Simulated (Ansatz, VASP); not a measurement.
## CuI: VASP beside Ansatz

```
Cu I
1.0
     4.05511   -0.09327    0.00000
    -0.09327    4.05511    0.00000
     0.00000    0.00000    6.34568
Cu I
2 2
Direct
  0.50000 0.50000 0.00000
  0.00000 0.00000 0.00000
  0.50000 0.00000 0.26653
  0.00000 0.50000 0.73347
```

Change from the starting cell: shear_xy strain -4.6%.

Alike in both runs: task single point; functional r2SCAN; k mesh 6 × 6 × 4; no spin polarisation.

```csv
,VASP,Ansatz
version,VASP 6.6.1,Ansatz 0.2.0
potentials or method,"VASP PAW PBE potentials, release 64 (Cu, I)","plane waves, PAW"
plane-wave cutoff (eV),520,500
occupations,"gaussian, width 0.01 eV",fixed
valence electrons in the cell,36,72
```

Ansatz gave:

```
gap on the k mesh at the Fermi level (eV)                     : 2.05
pressure (GPa)                                                : 1.1
traceless stress, the component that is largest in VASP (GPa) : -0.06
rms of the force components (eV/Å)                            : 0.004
```

Task: Estimate VASP's values.

Result: gap on the k mesh at the Fermi level (eV): 2.05; pressure (GPa): 1.1; traceless stress, the component that is largest in VASP (GPa): -0.05; rms of the force components (eV/Å): 0.002.

VASP's potentials were made for PBE, not for r2SCAN. Atom by atom the forces differ by 0.002 eV/Å (rms over components). VASP's potentials hold 36 valence electrons a cell and Ansatz's 72, so a difference there can come from the potentials and not from the codes.

Spin-orbit coupling is off throughout.
